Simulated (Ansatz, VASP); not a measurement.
# Two plane-wave programs on LaB6

```
La B
1.0
     4.24706    0.00000    0.00000
     0.00000    4.24706    0.00000
     0.00000    0.00000    4.24706
La B
1 6
Cartesian
  0.0000 0.0000 0.0000
  0.8541 2.1235 2.1235
  3.3929 2.1235 2.1235
  2.1235 2.1235 0.8541
  2.1235 2.1235 3.3929
  2.1235 0.8541 2.1235
  2.1235 3.3929 2.1235
```

Alike in both runs: functional r2SCAN; k mesh 8 × 8 × 8; occupations gaussian, width 0.05 eV; no spin polarisation.

Ansatz relaxed the structure, and its values are those at the end. VASP's run is a single point on that final structure, the one shown.

```csv
,VASP,Ansatz
version,VASP 6.6.1,Ansatz 0.2.0
potentials or method,"VASP PAW PBE potentials, release 64 (La, B), cutoff 520 eV","scalar-relativistic, plane waves, PAW"
valence electrons in the cell,29,29
```

```tsv
	VASP	Ansatz	Ansatz less VASP
gap on the k mesh at the Fermi level (eV)	none	none	-
pressure (GPa)	-10.8	-10.7	+0.03
rms of the force components (eV/Å)	0.008	0.000	-0.0076
```

VASP's potentials were made for PBE, not for r2SCAN. A gap of «none» marks a metal or a gap that the smearing closes. Ansatz's warnings: stress scf threshold loose.

Neither program's run includes spin-orbit coupling.
